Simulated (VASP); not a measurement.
Input of a VASP 6.6.1 run:

Contents of INCAR:

```
SYSTEM = SiC
ALGO = Normal ; EDIFF = 1E-7
ENCUT = 520 ; GGA = PE
ISIF = 2 ; ISMEAR = -1
ISYM = 0 ; LASPH = .TRUE.
LCHARG = .FALSE. ; LREAL = Auto
LWAVE = .FALSE. ; NBANDS = 46
NELM = 80 ; PREC = Accurate
SIGMA = 0.1379
```

File KPOINTS:

```
Automatic mesh
0
Gamma
  1 1 1
  0.25 0.25 0.25
```

The input POSCAR:

```
SiC
1.0
    5.8188710000      0.1233160000     -0.1634130000
    0.1233160000      5.8466490000     -0.1286390000
   -0.1634130000     -0.1286390000      5.4181290000
Si C
8 8
Direct
    0.3828733447      0.1847489351      0.5815700217
    0.8889389448      0.9618061059      0.6852828634
    0.6760065925      0.5609677177      1.1706929812
    0.9831458090      0.7791457294      0.2167010667
    0.6236385250      0.4755170391      0.6472984823
    0.2518051456      0.2896228762      0.0884249953
    0.3992917239      0.8268868228      0.2525833830
    0.3744480287      0.7267204833      0.7963138700
    0.0496316872      0.2245788232      0.7716861408
   -0.0256480586      0.4866908883      0.7180091509
    0.5794347469      0.9799460409      0.0734156476
    0.0590073004      0.6773983772      0.8674825590
    0.8307162195      0.3012687088      0.2972270935
    0.0429397658      0.3927466247      0.3619106243
    0.5935468181      0.9859771179      0.7937013638
    0.8153839871      1.0758352968      0.2133975991
```

Potentials or basis: VASP PAW PBE potentials, release 64 (Si, C).

Run with:

```bash
$ cat potpaw_PBE.64/Si/POTCAR potpaw_PBE.64/C/POTCAR > POTCAR
$ mpirun -np 1 vasp_std > vasp.out
```

(1) What does it give for the largest force?

(2) Predict the band gap on the k mesh.

## Answers

(1) 6.098 eV/Å.

(2) 0.65 eV.

Caveat: the k points lie up to 1.16 Å⁻¹ apart.
